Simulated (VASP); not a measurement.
A run of VASP 6.6.1:

Contents of INCAR:

```
SYSTEM = BeS
PREC = Accurate ; ENCUT = 520
EDIFF = 1E-7 ; ISMEAR = -1
SIGMA = 0.01 ; LREAL = .False.
LASPH = .True. ; NELM = 60
ALGO = Normal ; ISIF = 2
LWAVE = .False. ; LCHARG = .False.
GGA = PS ; NBANDS = 11
```

File KPOINTS:

```
Automatic mesh
0
Gamma
  8 8 8
  0 0 0
```

The input POSCAR:

```
BeS
1.0
    0.0000000000      2.4349002934      2.4349002934
    2.4349002934      0.0000000000      2.4349002934
    2.4349002934      2.4349002934      0.0000000000
Be S
1 1
Direct
    0.0000000000      0.0000000000      0.0000000000
    0.2500000000      0.2500000000      0.2500000000
```

Potentials or basis: VASP PAW PBE potentials, release 64 (Be, S).

Command:

```console
$ cat potpaw_PBE.64/Be/POTCAR potpaw_PBE.64/S/POTCAR > POTCAR
$ mpirun -np 1 vasp_std > vasp.out
```

Hardware: 1 thread of AMD EPYC 7R43 64-Core Processor (Zen 3), with other jobs on the host.

Estimate the wall time of this run.

Run time: 10 s on 1 thread of AMD EPYC 7R43 64-Core Processor (Zen 3) (shared host), peak memory 0.11 GiB. Counts: scf iterations 13, k points 29.
